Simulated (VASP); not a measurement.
Input of a VASP 6.6.1 run:

Contents of INCAR:

```
SYSTEM = Hg
PREC = Accurate ; ENCUT = 520
EDIFF = 1E-6 ; ISMEAR = 0
SIGMA = 0.52 ; LREAL = .FALSE.
LASPH = .TRUE. ; NELM = 150
ALGO = Normal ; ISIF = 2
LWAVE = .FALSE. ; LCHARG = .FALSE.
MAGMOM = 0 0 0 ; LORBIT = 11
LSORBIT = .TRUE. ; GGA_COMPAT = .FALSE.
LORBMOM = .TRUE. ; GGA = PE
NBANDS = 23 ; ISYM = -1
```

KPOINTS

```
regular mesh
0
G
  1 2 4
  0 0 0
```

POSCAR

```
Hg
1.0
    0.0000000000      2.5697190662      2.5697190662
    2.5697190662      0.0000000000      2.5697190662
    2.5697190662      2.5697190662      0.0000000000
Hg
1
Direct
    0.0000000000      0.0000000000      0.0000000000
```

Potentials or basis: VASP PAW PBE potentials, release 64 (Hg).

The run is started by

```sh
$ cat potpaw_PBE.64/Hg/POTCAR > POTCAR
$ mpirun -np 1 vasp_ncl > vasp.out
```

Task: Predict the net moment.

Result: 0.00 μB per cell.

Task: What does it give for the pressure?

Result: -4.7 GPa.

Moments on the atoms (μB; x, y, z):
```
Hg  0.00 0.00 0.00
```

Caveat: the k points lie up to 2.12 Å⁻¹ apart.
